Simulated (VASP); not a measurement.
The system is As.

```xyz
4
Lattice="5.0824 0.0000 0.0000 0.0000 5.0824 0.0000 0.0000 0.0000 2.9989" Properties=species:S:1:pos:R:3 pbc="T T T"
As    4.0021    4.0021    0.0000
As    1.0803    1.0803    0.0000
As    3.6215    1.4609    1.4994
As    1.4609    3.6215    1.4994
```

- Program: VASP 6.6.1
- Task: relaxation of cell and atoms
- Functional: PBE
- Potentials or basis: VASP PAW PBE potentials, release 64 (As)
- Cutoff: 600 eV
- k mesh: 10 × 10 × 16
- Occupations: gaussian, width 0.1 eV
- Spin: no spin polarisation

At the start: pressure -0.2 GPa; volume 19.37 Å³/atom.

Question: How do energy, volume and symmetry change on relaxing?

Answer: Over 35 steps the energy falls by 47.9 meV/atom and the volume is 19.09 Å³/atom (-1.4 %); space group P4_2/mnm (No. 136, to 0.1 Å) before, Im-3m (No. 229, to 0.1 Å).

Step by step:
```
step  energy change (eV)  largest force (eV/Å)  pressure (GPa)  volume (Å³)
   1              0.0000                0.1509           -0.19        77.46
   2             -0.0048                0.1506            0.03        77.21
   3             -0.0180                0.1486            0.72        76.44
   4             -0.0362                0.1389            2.22        74.92
   5             -0.0170                0.0818            6.03        71.90
   6             -0.0391                0.1256            3.22        74.03
   7             -0.0401                0.1247            3.22        74.02
   8             -0.0428                0.1218            3.22        74.01
   9             -0.0482                0.1160            3.22        73.99
  10             -0.0581                0.1044            3.23        73.93
  11             -0.0765                0.0807            3.31        73.82
  12             -0.1115                0.0290            3.48        73.56
  13             -0.1212                0.0918            4.18        72.96
  14             -0.1275                0.0476            3.86        73.18
  15             -0.1588                0.0543            1.90        74.69
  16             -0.1715                0.0628           -0.50        76.79
  17             -0.1716                0.0621           -0.28        76.59
  18             -0.1747                0.0620           -0.24        76.55
  19             -0.1813                0.0620           -0.08        76.43
  20             -0.1824                0.0607            0.35        76.15
  21             -0.1826                0.0610            0.28        76.19
  22             -0.1830                0.0617            0.09        76.31
  23             -0.1837                0.0593           -0.02        76.41
  24             -0.1851                0.0522           -0.34        76.70
  25             -0.1855                0.0381           -0.96        77.28
  26             -0.1857                0.0432           -0.74        77.07
  27             -0.1860                0.0424           -0.73        77.06
  28             -0.1866                0.0402           -0.69        77.02
  29             -0.1878                0.0355           -0.60        76.94
  30             -0.1897                0.0260           -0.44        76.78
  31             -0.1916                0.0060           -0.09        76.46
  32             -0.1917                0.0012            0.00        76.38
  33             -0.1917                0.0020           -0.02        76.39
  34             -0.1917                0.0022           -0.01        76.38
  35             -0.1918                0.0025            0.01        76.36
```

Final structure:
```
CELL_PARAMETERS angstrom
4.77398 0.00000 0.00000
0.00000 4.77398 0.00000
0.00000 0.00000 3.35040
ATOMIC_POSITIONS crystal
As 0.74958 0.74958 0.00000
As 0.25042 0.25042 0.00000
As 0.75042 0.24958 0.50000
As 0.24958 0.75042 0.50000
```
